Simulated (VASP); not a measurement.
Set up this calculation in VASP 6.6.1, as the native input.

- Task: single point
- Functional: PBE
- Potentials or basis: VASP PAW PBE potentials, release 64 (Hf_pv, P, O)
- Cutoff: 520 eV
- k mesh: 3 × 3 × 3
- Occupations: fermi-dirac, width 0.01 eV
- Spin: collinear spin, ferromagnetic start
- Starting moments: [0.0, 0.0, 0.0, 0.0, 0.0, 0.0, 0.0, 0.0, 1.0, 0.0, 0.0, 0.0, 0.0, 0.0, 0.0, 0.0, 0.0, 0.0, 0.0, 0.0, 0.0, 0.0, 0.0, 0.0] μB
- Dipole correction: no
- Further INCAR settings: LREAL = Auto; ALGO = Normal; EDIFF = 1e-06; NBANDS = 110

The structure of Hf8PO15 (a cell with a defect) lies in POSCAR:

```
Hf8PO15
1.0
    0.0000000000      5.1150000000      5.1150000000
    5.1150000000      0.0000000000      5.1150000000
    5.1150000000      5.1150000000      0.0000000000
Hf P O
8 1 15
Direct
   -0.0082986876     -0.0082986876     -0.0082986876
   -0.0082986876     -0.0082986876      0.5248960629
   -0.0082986876      0.5248960629     -0.0082986876
   -0.0049588285      0.5016529428      0.5016529428
    0.5248960629     -0.0082986876     -0.0082986876
    0.5016529428     -0.0049588285      0.5016529428
    0.5016529428      0.5016529428     -0.0049588285
    0.5016529428      0.5016529428      0.5016529428
    0.1250000000      0.1250000000      0.1250000000
    0.1204034438      0.1204034438      0.6295965562
    0.1204034438      0.6295965562      0.1204034438
    0.1204034438      0.6295965562      0.6295965562
    0.6295965562      0.1204034438      0.1204034438
    0.6295965562      0.1204034438      0.6295965562
    0.6295965562      0.6295965562      0.1204034438
    0.6250000000      0.6250000000      0.6250000000
    0.3750000000      0.3750000000      0.3750000000
    0.3856370570      0.3856370570      0.8643629430
    0.3856370570      0.8643629430      0.3856370570
    0.3856370570      0.8643629430      0.8643629430
    0.8643629430      0.3856370570      0.3856370570
    0.8643629430      0.3856370570      0.8643629430
    0.8643629430      0.8643629430      0.3856370570
    0.8750000000      0.8750000000      0.8750000000
```

The input as run:

INCAR

```
PREC = Accurate
ENCUT = 520
EDIFF = 1E-6
ISMEAR = -1
SIGMA = 0.01
LREAL = Auto
LASPH = True
NELM = 150
ALGO = Normal
ISIF = 2
LWAVE = False
LCHARG = True
ISPIN = 2
MAGMOM = 0 0 0 0 0 0 0 0 1 0 0 0 0 0 0 0 0 0 0 0 0 0 0 0
LORBIT = 11
LMAXMIX = 4
GGA = PE
LELF = True
LVHAR = True
NBANDS = 110
```

KPOINTS

```
regular mesh
0
Gamma
  3 3 3
```

Potentials or basis: VASP PAW PBE potentials, release 64 (Hf_pv, P, O).

Run with:

```console
$ cat potpaw_PBE.64/Hf_pv/POTCAR potpaw_PBE.64/P/POTCAR potpaw_PBE.64/O/POTCAR > POTCAR
$ mpirun -np 1 vasp_std > vasp.out
```

It gave:

- Pressure: 9.8 GPa
- Largest force: 0.216 eV/Å
- Band gap on the k mesh: zero (filled and empty bands overlap)
- Net moment: 0.97 μB per cell
- Site moments: Hf +0.03, +0.00; P +0.23; O +0.00, +0.07, +0.05, +0.04 μB
- Valence electrons inside the program's atomic spheres: Hf 8.44, 8.22; P 2.87; O 5.11, 5.08, 5.21

Caveat: spin-orbit coupling is left out, which moves the levels of the heavy elements.

Run time: 6.7 min on 1 thread of AMD EPYC 9R14 (Zen 4) (shared host), peak memory 0.57 GiB.
